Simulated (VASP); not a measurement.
# Sc2Al (P6_3/mmc) in VASP: notebook

Sc2Al is run at these levels: PBEsol; tasks: single point.

Program: VASP 6.6.1. These are calculated values, not measurements. Logs are shortened: lines on timing, memory, paths and dates and some standing lists are left out, and cuts for length are marked.

**1. The cell of the first run**

The structure is hexagonal, space group P6_3/mmc (No. 194). The conventional cell has a = 4.893 Å, b = 4.893 Å, c = 6.161 Å, α = 90.00°, β = 90.00°, γ = 120.00°. Within 4.1 Å of Sc (site symmetry -3m) lie 8 Sc at 3.08 to 3.22 Å and 6 Al at 3.22 Å. Sc (site symmetry -6m2) has 5 Al at 2.82 to 3.08 Å and 6 Sc at 3.22 Å within 3.7 Å. Within 3.7 Å of Al (site symmetry -6m2) lie 11 Sc at 2.82 to 3.22 Å.

**2. Single point, PBEsol**

INCAR reads:

```
PREC = Accurate
ENCUT = 520
EDIFF = 1E-7
ISMEAR = 0
SIGMA = 0.1
LREAL = F
LASPH = T
NELM = 100
ALGO = Fast
ISIF = 2
LWAVE = F
LCHARG = T
GGA = PS
LELF = T
LVHAR = T
NBANDS = 34
```

KPOINTS reads:

```
Automatic mesh
0
Gamma
  1 1 1
```

POSCAR reads:

```
Sc2Al
1.0
    4.8926114005      0.0000000000      0.0000000000
   -2.4463057002      4.2371257637      0.0000000000
    0.0000000000      0.0000000000      6.1614205700
Sc Al
4 2
Direct
    0.0000000000      0.0000000000      0.0000000000
    0.0000000000      0.0000000000      0.5000000000
    0.3333333333      0.6666666667      0.7500000000
    0.6666666667      0.3333333333      0.2500000000
    0.3333333333      0.6666666667      0.2500000000
    0.6666666667      0.3333333333      0.7500000000
```

Potentials or basis: VASP PAW PBE potentials, release 64 (Sc_sv, Al).

On the command line:

```sh
cat potpaw_PBE.64/Sc_sv/POTCAR potpaw_PBE.64/Al/POTCAR > POTCAR
mpirun -np 1 vasp_gam > vasp.out
```

OUTCAR:

```text
PREC = Accurate
   ENCUT = 520
   EDIFF = 1E-7
   ISMEAR = 0
   LREAL = F
   LASPH = T
   NELM = 100
   ISIF = 2
   GGA = PS

 ion  position               nearest neighbor table
   1  0.000  0.000  0.000-   2 3.08   2 3.08   4 3.22   5 3.22   6 3.22   3 3.22   3 3.22   5 3.22
                             4 3.22   6 3.22   4 3.22   6 3.22   3 3.22   5 3.22
   2  0.000  0.000  0.500-   1 3.08   1 3.08   4 3.22   5 3.22   6 3.22   3 3.22   3 3.22   5 3.22
                             4 3.22   6 3.22   4 3.22   6 3.22   3 3.22   5 3.22
   3  0.333  0.667  0.750-   6 2.82   6 2.82   6 2.82   5 3.08   5 3.08   1 3.22   2 3.22   2 3.22
                             1 3.22   2 3.22   1 3.22
   4  0.667  0.333  0.250-   5 2.82   5 2.82   5 2.82   6 3.08   6 3.08   1 3.22   2 3.22   1 3.22
                             2 3.22   1 3.22   2 3.22
   5  0.333  0.667  0.250-   4 2.82   4 2.82   4 2.82   3 3.08   3 3.08   1 3.22   2 3.22   2 3.22
                             1 3.22   2 3.22   1 3.22
   6  0.667  0.333  0.750-   3 2.82   3 2.82   3 2.82   4 3.08   4 3.08   1 3.22   2 3.22   1 3.22
                             2 3.22   1 3.22   2 3.22

  LATTYP: Found a hexagonal cell.
 ALAT       =     4.8926114005
 C/A-ratio  =     1.2593316872

  Lattice vectors:

 A1 = (   4.8926114005,   0.0000000000,   0.0000000000)
 A2 = (  -2.4463057002,   4.2371257637,   0.0000000000)
 A3 = (   0.0000000000,   0.0000000000,   6.1614205700)

Analysis of symmetry for initial positions (statically):
=====================================================================
 Subroutine PRICEL returns:
 Original cell was already a primitive cell.

 Routine SETGRP: Setting up the symmetry group for a
 hexagonal supercell.

 Subroutine GETGRP returns: Found 24 space group operations
 (whereof 12 operations were pure point group operations)
 out of a pool of 24 trial point group operations.

The static configuration has the point symmetry D_3d.
 The point group associated with its full space group is D_6h.

Analysis of symmetry for dynamics (positions and initial velocities):
=====================================================================
 Subroutine PRICEL returns:
 Original cell was already a primitive cell.

 Routine SETGRP: Setting up the symmetry group for a
 hexagonal supercell.

 Subroutine GETGRP returns: Found 24 space group operations
 (whereof 12 operations were pure point group operations)
 out of a pool of 24 trial point group operations.

The dynamic configuration has the point symmetry D_3d.
 The point group associated with its full space group is D_6h.

 Subroutine INISYM returns: Found 24 space group operations
 (whereof 12 operations are pure point group operations),
 and found     1 'primitive' translations

----------------------------------------------------------------------------------------

                                     Primitive cell

  volume of cell :     127.7300

  direct lattice vectors                    reciprocal lattice vectors
     4.892611400  0.000000000  0.000000000     0.204389827  0.118004522  0.000000000
    -2.446305700  4.237125764  0.000000000     0.000000000  0.236009044  0.000000000
     0.000000000  0.000000000  6.161420570     0.000000000  0.000000000  0.162300234

  length of vectors
     4.892611400  4.892611400  6.161420570     0.236009044  0.236009044  0.162300234

  position of ions in fractional coordinates (direct lattice)
     0.000000000  0.000000000  0.000000000
     0.000000000  0.000000000  0.500000000
     0.333333333  0.666666667  0.750000000
     0.666666667  0.333333333  0.250000000
     0.333333333  0.666666667  0.250000000
     0.666666667  0.333333333  0.750000000

  ion indices of the primitive-cell ions
   primitive index   ion index
                 1           1
                 2           2
                 3           3
                 4           4
                 5           5
                 6           6

----------------------------------------------------------------------------------------

 KPOINTS: Automatic mesh

Automatic generation of k-mesh.
 Grid dimensions read from file:
 generate k-points for:    1    1    1

 Generating k-lattice:

  Cartesian coordinates                     Fractional coordinates (reciprocal lattice)
     0.204389827  0.118004522  0.000000000     1.000000000  0.000000000  0.000000000
     0.000000000  0.236009044  0.000000000     0.000000000  1.000000000  0.000000000
     0.000000000  0.000000000  0.162300234     0.000000000  0.000000000  1.000000000

  Length of vectors
     0.236009044  0.236009044  0.162300234

  Shift w.r.t. Gamma in fractional coordinates (k-lattice)
     0.000000000  0.000000000  0.000000000

 Subroutine IBZKPT returns following result:
 ===========================================

 Found      1 irreducible k-points:

 Following reciprocal coordinates:
            Coordinates               Weight
  0.000000  0.000000  0.000000      1.000000
   k-points           NKPTS =      1   k-points in BZ     NKDIM =      1   number of bands    NBANDS=     34
   number of dos      NEDOS =    301   number of ions     NIONS =      6
   total plane-waves  NPLWV =  62208
   dimension x,y,z NGX =    36 NGY =   36 NGZ =   48
   dimension x,y,z NGXF=    72 NGYF=   72 NGZF=   96
   ions per type =               4   2
   NGX,Y,Z   is equivalent  to a cutoff of  12.23, 12.23, 12.95 a.u.
   NGXF,Y,Z  is equivalent  to a cutoff of  24.46, 24.46, 25.90 a.u.
 SYSTEM =  unknown system
   PREC   = accura    normal or accurate (medium, high low for compatibility)
   ISTART =      0    job   : 0-new  1-cont  2-samecut
   ICHARG =      2    charge: 1-file 2-atom 10-const
   ISPIN  =      1    spin polarized calculation?
   LNONCOLLINEAR =      F non collinear calculations
   LSORBIT =      F    spin-orbit coupling
   LASPH  =      T    aspherical Exc in radial PAW
   ENCUT  =  520.0 eV  38.22 Ry    6.18 a.u.   9.10  9.10 11.46*2*pi/ulx,y,z
   NELM   =    100;   NELMIN=  2; NELMDL= -5     # of ELM steps
   EDIFF  = 0.1E-06   stopping-criterion for ELM
   LREAL  =      F    real-space projection
   EDIFFG = 0.1E-05   stopping-criterion for IOM
   NSW    =      0    number of steps for IOM
   IBRION =     -1    ionic relax: 0-MD 1-quasi-New 2-CG
   NFREE  =      0    steps in history (QN), initial steepest desc. (CG)
   ISIF   =      2    stress and relaxation
   ISYM   =      2    0-nonsym 1-usesym 2-fastsym
   POTIM  = 0.5000    time-step for ionic-motion
   TEBEG  =    0.0;   TEEND  =   0.0 temperature during run
   PSTRESS=    0.0 pullay stress
   NELECT =      50.0000    total number of electrons
   NUPDOWN=      -1.0000    fix difference up-down
   EMIN   =  10.00;   EMAX   =-10.00  energy-range for DOS
   EFERMI =   0.00;   METHOD = LEGACY
   ISMEAR =     0;   SIGMA  =   0.10  broadening in eV -4-tet -1-fermi 0-gaus
   EFERMI_NEDOS =   21; number of points for ismear=-14 and -15
   IALGO  =     68    algorithm
   IMIX   =      4    mixing-type and parameters
     AMIX     =   0.40;   BMIX     =  1.00
     AMIX_MAG =   1.60;   BMIX_MAG =  1.00
  volume/ion in A,a.u.               =      21.29       143.66
  Fermi-wavevector in a.u.,A,eV,Ry     =   1.197569  2.263077 19.513086  1.434171
  Thomas-Fermi vector in A             =   2.333480
   LORBIT       =      0    0 simple, 1 ext, 2 COOP (PROOUT), +10 PAW based schemes
   GGA     = PS    functional components
   LHFCALC =     F    Hartree Fock is set to
   AEXX    =    0.0000 exact exchange contribution
   IVDW    =     0    specifies the selected vdW correction
   LEPSILON=     F    determine dielectric tensor
   LRPA    =     F    only Hartree local field effects (RPA)
 non-spin polarized calculation
 RMM-DIIS sequential band-by-band and
 Gauss-broadening in eV      SIGMA  =   0.10
  energy-cutoff  :      520.00
  volume of cell :      127.73
 maximum number of plane-waves:      1725
   NGX = 19   NGY = 19   NGZ = 23

 number of electron      50.0000002 magnetization

 Free energy of the ion-electron system (eV)
  ---------------------------------------------------
  ext. energy  EPLUGINS =         0.00000000
  ---------------------------------------------------
  free energy    TOTEN  =       -35.57146137 eV

  energy without entropy =      -35.45631160  energy(sigma->0) =      -35.51388649

 E-fermi :   4.5442     XC(G=0): -10.1187

 val. band max:        4.5437339714   @ k =   0.0000   0.0000   0.0000
 cond. band min:       4.9688393254   @ k =   0.0000   0.0000   0.0000
 fundamental gap:      0.4251053540
 Fermi energy:         4.5441857008

 k-point     1 :       0.0000    0.0000    0.0000
  band No.  band energies     occupation
      1     -44.0938      2.00000
      2     -44.0497      2.00000
      3     -43.6591      2.00000
      4     -43.6582      2.00000
      5     -22.9534      2.00000
      6     -22.9011      2.00000
      7     -22.9011      2.00000
      8     -22.8322      2.00000
      9     -22.8322      2.00000
     10     -22.6971      2.00000
     11     -22.6938      2.00000
     12     -22.5575      2.00000
     13     -22.3603      2.00000
     14     -22.3603      2.00000
     15     -22.3222      2.00000
     16     -22.3222      2.00000
     17      -2.4035      2.00000
     18       0.3986      2.00000
     19       1.8799      2.00000
     20       3.1193      2.00000
     21       3.1193      2.00000
     22       4.3290      1.99765
     23       4.3403      1.99607
     24       4.3403      1.99607
     25       4.5437      1.00510
     26       4.5437      1.00510
     27       4.9688      0.00000
     28       4.9688      0.00000
     29       6.6242      0.00000
     30       7.1158      0.00000
     31       7.1239      0.00000
     32       7.3804      0.00000
     33       7.8485      0.00000
     34       8.0122      0.00000

------------------------ aborting loop because EDIFF is reached ----------------------------------------

  FORCE on cell =-STRESS in cart. coord.  units (eV):
  Direction    XX          YY          ZZ          XY          YZ          ZX
  --------------------------------------------------------------------------------------
  -------------------------------------------------------------------------------------
  Total      -11.4273345    -11.4273345     -3.5151182     -0.0000000     -0.0000000      0.0000000
  in kB     -143.3384129   -143.3384129    -44.0917750     -0.0000000     -0.0000000      0.0000000
  external PRESSURE =    -110.2562002 kB  Pullay stress =       0.0000000 kB

 VOLUME and BASIS-vectors are now :
 -----------------------------------------------------------------------------
  energy-cutoff  :      520.00
  volume of cell :      127.73
      direct lattice vectors                 reciprocal lattice vectors
     4.892611400  0.000000000  0.000000000     0.204389827  0.118004522  0.000000000
    -2.446305700  4.237125764  0.000000000     0.000000000  0.236009044  0.000000000
     0.000000000  0.000000000  6.161420570     0.000000000  0.000000000  0.162300234

 POSITION                                       TOTAL-FORCE (eV/Angst)
 -----------------------------------------------------------------------------------
      0.00000      0.00000      0.00000         0.000000      0.000000      0.000000
      0.00000      0.00000      3.08071         0.000000      0.000000      0.000000
     -0.00000      2.82475      4.62107        -0.000000     -0.000000     -0.000000
      2.44631      1.41238      1.54036        -0.000000     -0.000000     -0.000000
     -0.00000      2.82475      1.54036         0.000000      0.000000      0.000000
      2.44631      1.41238      4.62107        -0.000000      0.000000      0.000000
 -----------------------------------------------------------------------------------
    total drift:                               -0.000000      0.000000     -0.000000

  FREE ENERGIE OF THE ION-ELECTRON SYSTEM (eV)
  ---------------------------------------------------
  free  energy   TOTEN  =       -35.5714613721 eV

  energy  without entropy=      -35.4563116022  energy(sigma->0) =      -35.51388649
```

It took 26 s on 1 thread of Intel Xeon Platinum 8259CL at 2.50GHz (Skylake/Cascade Lake), shared host; peak memory 0.22 GiB.

Results:

```yaml
Free_energy: -35.5715 eV
Pressure: -11.0 GPa
Band_gap_on_the_k_mesh: zero (filled and empty bands touch)
```

Stress tensor (GPa, compression positive):
```
-14.33   0.00   0.00
  0.00 -14.33   0.00
  0.00   0.00  -4.41
```

Levels at points of the mesh, in eV from the Fermi level:
| k point | band 24 | band 25 | band 26 | band 27 | band 28 | band 29 |
| --- | --- | --- | --- | --- | --- | --- |
| (0.00, 0.00, 0.00) | -0.20 | 0.00 | 0.00 | 0.42 | 0.42 | 2.08 |

Caveat: the k points lie up to 1.48 Å⁻¹ apart, too coarse for converged energies, forces and pressures; the PAW data sets were made with another functional, which shifts forces and pressure a little.

**3. Single point, PBEsol**

INCAR reads:

```
SYSTEM = Sc2Al
PREC     = Accurate       ! precision mode
ENCUT    = 520            ! plane-wave cutoff, eV
EDIFF    = 1E-6           ! SCF threshold, eV
ISMEAR   = 0              ! smearing method
SIGMA    = 0.1            ! smearing width, eV
LREAL    = .FALSE.        ! projectors in reciprocal space
LASPH    = .TRUE.         ! aspherical terms in the spheres
NELM     = 80             ! most SCF steps
ALGO     = Fast           ! electronic algorithm
ISIF     = 2              ! what is computed and relaxed
LWAVE    = .FALSE.        ! write WAVECAR
LCHARG   = .FALSE.        ! write CHGCAR
GGA      = PS             ! functional
NBANDS   = 34             ! bands
```

KPOINTS reads:

```
Automatic mesh
0
G
  12 12 6
  0 0 0
```

POSCAR reads:

```
Sc2Al
1.0
    4.8926114005      0.0000000000      0.0000000000
   -2.4463057002      4.2371257637      0.0000000000
    0.0000000000      0.0000000000      6.1614205700
Sc Al
4 2
Direct
    0.0000000000      0.0000000000      0.0000000000
    0.0000000000      0.0000000000      0.5000000000
    0.3333333300      0.6666666700      0.7500000000
    0.6666666700      0.3333333300      0.2500000000
    0.3333333300      0.6666666700      0.2500000000
    0.6666666700      0.3333333300      0.7500000000
```

Potentials or basis: VASP PAW PBE potentials, release 64 (Sc_sv, Al).

On the command line:

```sh
cat potpaw_PBE.64/Sc_sv/POTCAR potpaw_PBE.64/Al/POTCAR > POTCAR
mpirun -np 1 vasp_std > vasp.out
```

Wall time 7.5 min (1 thread of Intel Xeon Platinum 8259CL at 2.50GHz (Skylake/Cascade Lake), shared host); peak memory 0.41 GiB.

The run converged. Its results:

* Free energy: -36.7166 eV
* Pressure: -2.0 GPa
* Band gap on the k mesh: zero (bands 25 and 26 overlap by 0.72 eV)

Stress tensor (GPa, compression positive):
```
-1.90  0.00  0.00
 0.00 -1.90  0.00
 0.00  0.00 -2.13
```

Levels at points of the mesh, in eV from the Fermi level:
```
           k point  band 22  band 23  band 24  band 25  band 26  band 27  band 28  band 29
(0.00, 0.00, 0.00)    -0.67    -0.66    -0.66    -0.38    -0.38    -0.06    -0.06     1.80
(0.50, 0.00, 0.00)    -1.14    -1.06    -0.85    -0.66     0.22     0.37     0.83     1.10
(0.00, 0.00, 0.50)    -1.46    -1.06    -1.06     0.09     0.09     0.09     0.09     1.48
(0.50, 0.00, 0.50)    -1.13    -0.87    -0.87     0.18     0.18     0.50     0.50     1.13
```

Caveat: the PAW data sets were made with another functional, which shifts forces and pressure a little.

The gap in the log of VASP goes by the Fermi energy; the results here count the filled bands.